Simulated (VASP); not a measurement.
Input of a VASP 6.6.1 run:

INCAR

```
  ALGO = Fast
  EDIFF = 1E-6
  EDIFFG = -0.002
  ENCUT = 600
  GGA = PE
  IBRION = 2
  ISIF = 3
  ISMEAR = 0
  LASPH = True
  LCHARG = False
  LREAL = False
  LWAVE = False
  NELM = 80
  NSW = 100
  PREC = Accurate
  SIGMA = 0.1
```

KPOINTS

```
k-points
0
Gamma
  9 9 8
```

The input POSCAR:

```
CoSn
1.0
    5.2460399276      0.0000000000      0.0000000000
   -2.6230199638      4.5432038466      0.0000000000
    0.0000000000      0.0000000000      4.1875903000
Co Sn
3 3
Direct
    0.0000000000      0.5000000000      0.0000000000
    0.5000000000      0.5000000000      0.0000000000
    0.5000000000      0.0000000000      0.0000000000
    0.6666666700      0.3333333300      0.5000000000
    0.3333333300      0.6666666700      0.5000000000
    0.0000000000      0.0000000000      0.0000000000
```

Potentials or basis: VASP PAW PBE potentials, release 64 (Co, Sn_d).

Run with:

```sh
$ cat potpaw_PBE.64/Co/POTCAR potpaw_PBE.64/Sn_d/POTCAR > POTCAR
$ mpirun -np 1 vasp_std > vasp.out
```

Estimate the relaxed cell.

a = 5.295 Å, b = 5.295 Å, c = 4.228 Å, α = 90.00°, β = 90.00°, γ = 120.00°.

Estimate the band gap on the k mesh.

zero (an odd number of electrons rules out a gap without spin polarisation).

Estimate the space group after relaxing (to 0.1 Å).

P6/mmm (No. 191).

Final structure:
```
CELL_PARAMETERS angstrom
5.29542 0.00000 0.00000
-2.64771 4.58597 0.00000
0.00000 0.00000 4.22848
ATOMIC_POSITIONS crystal
Co 0.00000 0.50000 0.00000
Co 0.50000 0.50000 0.00000
Co 0.50000 0.00000 0.00000
Sn 0.66667 0.33333 0.50000
Sn 0.33333 0.66667 0.50000
Sn 0.00000 0.00000 0.00000
```

Caveat: spin-orbit coupling is left out, which moves the levels of the heavy elements; the run has no spin polarisation, though such a crystal can be magnetic. Spin polarisation is off, so any magnetic state and its effect on volume and gap are missing.
